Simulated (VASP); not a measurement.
**Ir: single point with PBEsol**

Ir:

```xyz
1
Lattice="0.0000 1.9324 1.9324 1.9324 0.0000 1.9324 1.9324 1.9324 0.0000" Properties=species:S:1:pos:R:3 pbc="T T T"
Ir    0.0000    0.0000    0.0000
```

This cell differs from its parent crystal: volume scaled by 1.02.

```
Program                : VASP 6.6.1
Task                   : single point
Functional             : PBEsol
Potentials or basis    : VASP PAW PBE potentials, release 64 (Ir)
Cutoff                 : 520 eV
k mesh                 : 18 × 18 × 18
Occupations            : fermi-dirac, width 0.05 eV
Spin                   : no spin polarisation
Dipole correction      : no
Further INCAR settings : ALGO = Normal; EDIFF = 1e-06; NBANDS = 10
```

The pressure is -8.9 GPa.

Levels at points of the mesh, in eV from the Fermi level:
```tsv
k point	band 1	band 2	band 3	band 4	band 5	band 6	band 7	band 8	band 9
(0.00, 0.00, 0.00)	-11.00	-3.81	-3.81	-3.81	-1.18	-1.18	14.33	19.78	19.78
(0.50, 0.00, 0.00)	-7.96	-3.91	-3.91	-0.80	0.84	0.84	6.99	13.85	19.56
(0.50, 0.50, 0.00)	-7.74	-7.18	0.82	1.39	1.39	1.62	10.16	11.54	11.54
```

Wall time 19 s on 1 thread of Intel(R) Xeon(R) Platinum 8488C (Sapphire Rapids), on a shared host, peak memory 0.15 GiB.

Caveat: the PAW data sets were made with another functional, which shifts forces and pressure a little; spin-orbit coupling is left out, which moves the levels of the heavy elements.
